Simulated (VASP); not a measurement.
Input of a VASP 6.6.1 run:

The input INCAR:

```
PREC     = Accurate       # precision mode
ENCUT    = 520            # plane-wave cutoff, eV
EDIFF    = 1E-6           # SCF threshold, eV
ISMEAR   = 0              # smearing method
SIGMA    = 0.02           # smearing width, eV
LREAL    = F              # projectors in reciprocal space
LASPH    = T              # aspherical terms in the spheres
NELM     = 100            # most SCF steps
ALGO     = Normal         # electronic algorithm
ISIF     = 2              # what is computed and relaxed
LWAVE    = F              # write WAVECAR
LCHARG   = F              # write CHGCAR
GGA      = PE             # functional
NBANDS   = 18             # bands
```

The input KPOINTS:

```
regular mesh
0
Gamma
  12 12 4
```

File POSCAR:

```
PtSe2
1.0
    3.7515595060      0.0000000000      0.0000000000
   -1.8757797530      3.2489458360      0.0000000000
    0.0000000000      0.0000000000      6.5013327979
Pt Se
1 2
Direct
    0.0000000000      0.0000000000      0.0000000000
    0.6666666667      0.3333333333      0.7990307520
    0.3333333333      0.6666666667      0.2009692480
```

Potentials or basis: VASP PAW PBE potentials, release 64 (Pt, Se).

Launch:

```sh
$ cat potpaw_PBE.64/Pt/POTCAR potpaw_PBE.64/Se/POTCAR > POTCAR
$ mpirun -np 1 vasp_std > vasp.out
```

Task: What does it give for the band gap on the k mesh?

Result: 0.87 eV, indirect (least direct gap 1.03 eV).

Task: Estimate the pressure.

Result: 0.0 GPa.

Caveat: spin-orbit coupling is left out, which moves the levels of the heavy elements; this functional lacks dispersion, which binds the layers, so the pressure and a relaxed spacing across them are unreliable. A k mesh can miss the band edges.
